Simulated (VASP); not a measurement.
# Cu (I4/mmm) in VASP: a series of runs, part 2 of 2

VASP 6.6.1. Earlier steps stand in the parts before.

## 4. Single point, LDA (10.49 Å³/atom)

File INCAR:

```
SYSTEM = Cu
PREC = Accurate ; ENCUT = 520
EDIFF = 1E-7 ; ISMEAR = 0
SIGMA = 0.15 ; LREAL = .False.
LASPH = .True. ; NELM = 100
ALGO = Normal ; ISIF = 2
LWAVE = .False. ; LCHARG = .False.
NBANDS = 12
```

File KPOINTS:

```
regular mesh
0
Gamma
  24 24 24
  0 0 0
```

File POSCAR:

```
Cu
1.0
   -1.3800783915      1.3800783915      1.3771802269
    1.3800783915     -1.3800783915      1.3771802269
    1.3800783915      1.3800783915     -1.3771802269
Cu
1
Direct
    0.0000000000      0.0000000000      0.0000000000
```

Potentials or basis: VASP PAW LDA potentials, release 64 (Cu).

Started as:

```
$ cat potpaw_LDA.64/Cu/POTCAR > POTCAR
$ mpirun -np 1 vasp_std > vasp.out
```

OUTCAR:

```text
SYSTEM = Cu
   PREC = Accurate
   ENCUT = 520
   EDIFF = 1E-7
   ISMEAR = 0
   LREAL = .False.
   LASPH = .True.
   NELM = 100
   ISIF = 2

 ion  position               nearest neighbor table
   1  0.000  0.000  0.000-

  LATTYP: Found a body centered tetragonal cell.
 ALAT       =     2.7601567830
 C/A-ratio  =     0.9979000000

  Lattice vectors:

 A1 = (  -1.3800783915,   1.3800783915,   1.3771802269)
 A2 = (   1.3800783915,  -1.3800783915,   1.3771802269)
 A3 = (   1.3800783915,   1.3800783915,  -1.3771802269)

Analysis of symmetry for initial positions (statically):
=====================================================================
 Subroutine PRICEL returns:
 Original cell was already a primitive cell.

 Routine SETGRP: Setting up the symmetry group for a
 body centered tetragonal supercell.

 Subroutine GETGRP returns: Found 16 space group operations
 (whereof 16 operations were pure point group operations)
 out of a pool of 16 trial point group operations.

The static configuration has the point symmetry D_4h.

Analysis of symmetry for dynamics (positions and initial velocities):
=====================================================================
 Subroutine PRICEL returns:
 Original cell was already a primitive cell.

 Routine SETGRP: Setting up the symmetry group for a
 body centered tetragonal supercell.

 Subroutine GETGRP returns: Found 16 space group operations
 (whereof 16 operations were pure point group operations)
 out of a pool of 16 trial point group operations.

The dynamic configuration has the point symmetry D_4h.

 Subroutine INISYM returns: Found 16 space group operations
 (whereof 16 operations are pure point group operations),
 and found     1 'primitive' translations

----------------------------------------------------------------------------------------

                                     Primitive cell

  volume of cell :      10.4920

[... 112 lines left out ...]
   LHFCALC =     F    Hartree Fock is set to
   AEXX    =    0.0000 exact exchange contribution
   IVDW    =     0    specifies the selected vdW correction
   LEPSILON=     F    determine dielectric tensor
   LRPA    =     F    only Hartree local field effects (RPA)
 non-spin polarized calculation
 Gauss-broadening in eV      SIGMA  =   0.15
  energy-cutoff  :      520.00
  volume of cell :       10.49
 maximum number of plane-waves:       321
 NGX is ok and might be reduce to    18
   NGX =  9   NGY =  9   NGZ =  9

 number of electron      11.0000012 magnetization

 Free energy of the ion-electron system (eV)
  ---------------------------------------------------
  ext. energy  EPLUGINS =         0.00000000
  ---------------------------------------------------
  free energy    TOTEN  =        -4.65541205 eV

  energy without entropy =       -4.65142785  energy(sigma->0) =       -4.65341995

 E-fermi :   8.9417     XC(G=0): -13.8113

 val. band max:        8.9398601345   @ k =   0.5000   0.3333   0.0417
 cond. band min:       8.9435989654   @ k =   0.5000   0.1250   0.0417
 fundamental gap:      0.0037388309
 Fermi energy:         8.9416975272

 k-point     1 :       0.0000    0.0000    0.0000
  band No.  band energies     occupation
      1      -1.3611      2.00000
      2       5.3561      2.00000
      3       5.3659      2.00000
      4       5.3659      2.00000
      5       6.5846      2.00000
      6       6.5948      2.00000
      7      35.1717      0.00000
      8      35.1717      0.00000
      9      35.2220      0.00000
     10      39.8066      0.00000
     11      39.8505      0.00000
     12      40.0311      0.00000
[... 331 lines left out ...]
 k-point    24 :       0.4583    0.0417    0.0000
  band No.  band energies     occupation
      1       3.1529      2.00000
      2       4.5116      2.00000
      3       6.5338      2.00000
      4       6.6431      2.00000
      5       7.2366      2.00000
      6       8.3062      2.00000
      7      14.0810      0.00000
      8      26.8132      0.00000
      9      27.6656      0.00000
     10      32.3048      0.00000
     11      35.7478      0.00000
     12      44.2599      0.00000

 [... further k-points ...]

------------------------ aborting loop because EDIFF is reached ----------------------------------------

  FORCE on cell =-STRESS in cart. coord.  units (eV):
  Direction    XX          YY          ZZ          XY          YZ          ZX
  --------------------------------------------------------------------------------------
  -------------------------------------------------------------------------------------
  Total        0.6042101      0.6042101      0.6038433      0.0000000      0.0000000      0.0000000
  in kB       92.2657056     92.2657056     92.2096904      0.0000000      0.0000000      0.0000000
  external PRESSURE =      92.2470338 kB  Pullay stress =       0.0000000 kB

 VOLUME and BASIS-vectors are now :
 -----------------------------------------------------------------------------
  energy-cutoff  :      520.00
  volume of cell :       10.49
      direct lattice vectors                 reciprocal lattice vectors
    -1.380078391  1.380078391  1.377180227     0.000000000  0.362298260  0.363060688
     1.380078391 -1.380078391  1.377180227     0.362298260  0.000000000  0.363060688
     1.380078391  1.380078391 -1.377180227     0.362298260  0.362298260  0.000000000

 POSITION                                       TOTAL-FORCE (eV/Angst)
 -----------------------------------------------------------------------------------
      0.00000      0.00000      0.00000        -0.000000     -0.000000      0.000000
 -----------------------------------------------------------------------------------
    total drift:                                0.000000     -0.000000      0.000000

  FREE ENERGIE OF THE ION-ELECTRON SYSTEM (eV)
  ---------------------------------------------------
  free  energy   TOTEN  =        -4.6554120465 eV

  energy  without entropy=       -4.6514278485  energy(sigma->0) =       -4.65341995
```

It took 48 s on 1 thread of AMD EPYC 9R45 (Zen 5), shared host; peak memory 0.21 GiB.

Results:

| Quantity | Value |
| --- | --- |
| Free energy | -4.6554 eV |
| Pressure | 9.2 GPa |
| Band gap on the k mesh | zero (an odd number of electrons rules out a gap without spin polarisation) |

Levels at points of the mesh, in eV from the Fermi level:
| k point | band 4 | band 5 | band 6 | band 7 | band 8 | band 9 |
| --- | --- | --- | --- | --- | --- | --- |
| (0.00, 0.00, 0.00) | -3.58 | -2.36 | -2.35 | 26.23 | 26.23 | 26.28 |
| (0.50, 0.00, 0.00) | -2.22 | -1.47 | -0.90 | 4.99 | 18.45 | 18.89 |
| (0.50, 0.50, 0.00) | -2.22 | -1.48 | -0.92 | 4.97 | 18.51 | 18.96 |
| (0.50, 0.50, 0.50) | -1.68 | -1.68 | 8.63 | 8.63 | 8.72 | 14.60 |

Caveat: the cell stands under pressure.

## 5. Single point, LDA

This run uses another cell than the first one, of 10.93 Å³/atom.

File INCAR:

```
SYSTEM = Cu
PREC = Accurate
ENCUT = 600
EDIFF = 1E-6
ISMEAR = 0
SIGMA = 0.15
LREAL = .False.
LASPH = .True.
NELM = 120
ALGO = Normal
ISIF = 2
LWAVE = .False.
LCHARG = .False.
NBANDS = 12
GGA_COMPAT = .False.
```

File KPOINTS:

```
Automatic mesh
0
Gamma
  24 24 24
  0 0 0
```

File POSCAR:

```
Cu
1.0
   -1.3711745999      1.3711745999      1.4533079585
    1.3711745999     -1.3711745999      1.4533079585
    1.3711745999      1.3711745999     -1.4533079585
Cu
1
Direct
    0.0000000000      0.0000000000      0.0000000000
```

Started as:

```
$ cat potpaw_LDA.64/Cu/POTCAR > POTCAR
$ mpirun -np 1 vasp_std > vasp.out
```

Run time: 86 s. Hardware: 1 thread of Intel Xeon Platinum 8488C (Sapphire Rapids), shared host; peak memory 0.27 GiB.

It converged, with:

| Quantity | Value |
| --- | --- |
| Free energy | -4.6703 eV |
| Pressure | 0.9 GPa |
| Band gap on the k mesh | zero (an odd number of electrons rules out a gap without spin polarisation) |

Stress tensor (GPa, compression positive):
```
0.51 0.00 0.00
0.00 0.51 0.00
0.00 0.00 1.66
```

Levels at points of the mesh, in eV from the Fermi level:
| k point | band 3 | band 4 | band 5 | band 6 | band 7 | band 8 | band 9 | band 10 |
| --- | --- | --- | --- | --- | --- | --- | --- | --- |
| (0.00, 0.00, 0.00) | -3.49 | -3.26 | -2.41 | -2.16 | 25.05 | 26.15 | 26.15 | 29.07 |
| (0.50, 0.00, 0.00) | -2.47 | -2.12 | -1.47 | -0.93 | 4.54 | 18.68 | 19.00 | 22.85 |
| (0.50, 0.50, 0.00) | -2.15 | -2.07 | -1.43 | -0.47 | 5.19 | 17.15 | 17.25 | 21.45 |
| (0.50, 0.50, 0.50) | -1.68 | -1.62 | -1.62 | 7.01 | 9.25 | 9.25 | 13.39 | 14.91 |

## 6. Single point, LDA (10.71 Å³/atom)

This run uses another cell than the first one, of 10.71 Å³/atom.

File INCAR:

```
PREC = Accurate
ENCUT = 520
EDIFF = 1E-7
ISMEAR = 0
SIGMA = 0.15
LREAL = False
LASPH = True
NELM = 100
ALGO = Fast
ISIF = 2
LWAVE = False
LCHARG = True
LELF = True
LVHAR = True
NBANDS = 12
```

File KPOINTS:

```
Automatic mesh
0
Gamma
  24 24 24
```

File POSCAR:

```
Cu
1.0
   -1.3756942139      1.3756942139      1.4149014990
    1.3756942139     -1.3756942139      1.4149014990
    1.3756942139      1.3756942139     -1.4149014990
Cu
1
Direct
    0.0000000000      0.0000000000      0.0000000000
```

Potentials or basis: VASP PAW LDA potentials, release 64 (Cu).

Started as:

```
$ cat potpaw_LDA.64/Cu/POTCAR > POTCAR
$ mpirun -np 1 vasp_std > vasp.out
```

Run time: 2.5 min. Hardware: 1 thread of Intel Xeon 8259CL, shared host; peak memory 0.24 GiB.

The run converged. Its results:

```yaml
Free_energy: -4.6653 eV
Pressure: 4.7 GPa
Band_gap_on_the_k_mesh: zero (an odd number of electrons rules out a gap without spin polarisation)
```

Stress tensor (GPa, compression positive):
```
4.62 0.00 0.00
0.00 4.62 0.00
0.00 0.00 5.02
```

Levels at points of the mesh, in eV from the Fermi level:
| k point | band 4 | band 5 | band 6 | band 7 | band 8 | band 9 |
| --- | --- | --- | --- | --- | --- | --- |
| (0.00, 0.00, 0.00) | -3.41 | -2.37 | -2.25 | 25.64 | 26.24 | 26.24 |
| (0.50, 0.00, 0.00) | -2.18 | -1.47 | -0.91 | 4.76 | 18.56 | 18.94 |
| (0.50, 0.50, 0.00) | -2.14 | -1.45 | -0.69 | 5.08 | 17.82 | 18.07 |
| (0.50, 0.50, 0.50) | -1.65 | -1.65 | 7.84 | 8.95 | 8.95 | 14.08 |

Caveat: the cell stands under pressure.

## 7. The runs side by side

```tsv
cell	cutoff (eV)	gap on the mesh (eV)	pressure (GPa)
a = 2.391 Å, angles 111.1, 111.1, 106.3°, 1 atom	520	none	9.3
a = 2.391 Å, angles 107.8, 107.8, 112.8°, 1 atom	520	none	9.3
a = 2.389 Å, angles 109.4, 109.4, 109.6°, 1 atom	520	none	9.2
a = 2.423 Å, angles 111.1, 111.1, 106.3°, 1 atom	600	none	0.9
a = 2.406 Å, angles 110.2, 110.2, 107.9°, 1 atom	520	none	4.7
```

Alike in all rows: task single point; level LDA; potentials or basis VASP PAW LDA potentials, release 64 (Cu); no spin polarisation; k mesh 24 × 24 × 24; smearing gaussian 0.15 eV.

Caveats: the cell stands under pressure (at least some runs).

Absolute energies hang on the potentials; compare differences alone.
